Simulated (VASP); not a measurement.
A run of VASP 6.6.1:

INCAR

```
SYSTEM = ScGa3
PREC = Accurate
ENCUT = 520
EDIFF = 1E-8
ISMEAR = -1
SIGMA = 0.05
LREAL = .FALSE.
LASPH = .TRUE.
NELM = 100
ALGO = Normal
ISIF = 2
LWAVE = .FALSE.
LCHARG = .FALSE.
GGA = CA
LEFG = .TRUE.
NBANDS = 33
```

KPOINTS

```
regular mesh
0
G
  9 9 9
  0 0 0
```

POSCAR

```
ScGa3
1.0
    4.1086047511      0.0000000000      0.0000000000
    0.0000000000      4.1086047511      0.0000000000
    0.0000000000      0.0000000000      4.1086047511
Sc Ga
1 3
Direct
    0.0000000000      0.0000000000      0.0000000000
    0.0000000000      0.5000000000      0.5000000000
    0.5000000000      0.0000000000      0.5000000000
    0.5000000000      0.5000000000      0.0000000000
```

Potentials or basis: VASP PAW LDA potentials, release 64 (Sc_sv, Ga_d).

The run is started by

```console
$ cat potpaw_LDA.64/Sc_sv/POTCAR potpaw_LDA.64/Ga_d/POTCAR > POTCAR
$ mpirun -np 1 vasp_std > vasp.out
```

Hardware: 1 thread of Intel(R) Xeon(R) 6975P-C (Granite Rapids), with other jobs on the host.

Problem. How long does it take, and how much memory?

Solution. Wall time 24 s on 1 thread of Intel(R) Xeon(R) 6975P-C (Granite Rapids), with other jobs on the host, peak memory 0.19 GiB. Counts: scf iterations 15, k points 35.
